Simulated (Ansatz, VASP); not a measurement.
# Two plane-wave programs on GaSb

File INCAR:

```
SYSTEM = GaSb
PREC = Accurate ; ENCUT = 520
EDIFF = 1E-6 ; ISMEAR = -1
SIGMA = 0.05 ; LREAL = .False.
LASPH = .True. ; NELM = 80
ALGO = Normal ; ISIF = 2
LWAVE = .False. ; LCHARG = .True.
GGA = PS ; LELF = .True.
LVHAR = .True. ; NBANDS = 16
```

The input KPOINTS:

```
Automatic mesh
0
Gamma
  10 10 10
  0 0 0
```

POSCAR

```
GaSb
1.0
   -1.5241390061      2.6203957796      2.8342492230
    1.5241390061     -2.6203957796      2.8342492230
    1.5241390061      2.6203957796     -2.8342492230
Sb Ga
1 1
Direct
    0.5000000000      0.5000000000      0.0000000000
    0.0000000000      0.0000000000      0.0000000000
```

The input input.yaml:

```yaml
crystal:
  lattice:
    - [-1.5241390061, 2.6203957796, 2.834249223]
    - [1.5241390061, -2.6203957796, 2.834249223]
    - [1.5241390061, 2.6203957796, -2.834249223]
  atoms:
    - { symbol: Sb, position: [0.5, 0.5, 0.0] }
    - { symbol: Ga, position: [0.0, 0.0, 0.0] }
hamiltonian:
  xc: pbesol
  pseudopotentials: { kind: paw }
kpoints:
  mp_grid: { grid: [10, 10, 10] }
scf:
  occupations: { method: fermi_dirac, width: 0.05 }
output:
  forces: true
  stress: true
  eigenvalues: true
  write_density: true
  write_potential: true
  elf: true
  volumetric_format: npy
```

Alike in both runs: task single point; functional PBEsol; k mesh 10 × 10 × 10; occupations fermi-dirac, width 0.05 eV; no spin polarisation.

|  | VASP | Ansatz |
| --- | --- | --- |
| version | VASP 6.6.1 | Ansatz 0.2.0 |
| potentials or method | VASP PAW PBE potentials, release 64 (Sb, Ga_d) | Ansatz PAW |
| plane-wave cutoff (eV) | 520 | 420 |
| valence electrons in the cell | 18 | 28 |

VASP gave:

```
gap on the k mesh at the Fermi level (eV)                     : none
pressure (GPa)                                                : 0.3
traceless stress, the component that is largest in VASP (GPa) : 1.26
```

Question: What did Ansatz give for the same quantities?

Answer: gap on the k mesh at the Fermi level (eV): none; pressure (GPa): 0.3; traceless stress, the component that is largest in VASP (GPa): 1.25.

VASP's potentials were made for PBE, not for PBEsol. A gap of «none» marks a metal or a gap that the smearing closes. The functional is the same, so the differences come from potentials, cutoffs and numerics. VASP's potentials hold 18 valence electrons a cell and Ansatz's 28, so a difference there can come from the potentials and not from the codes.

Spin-orbit coupling is off throughout.
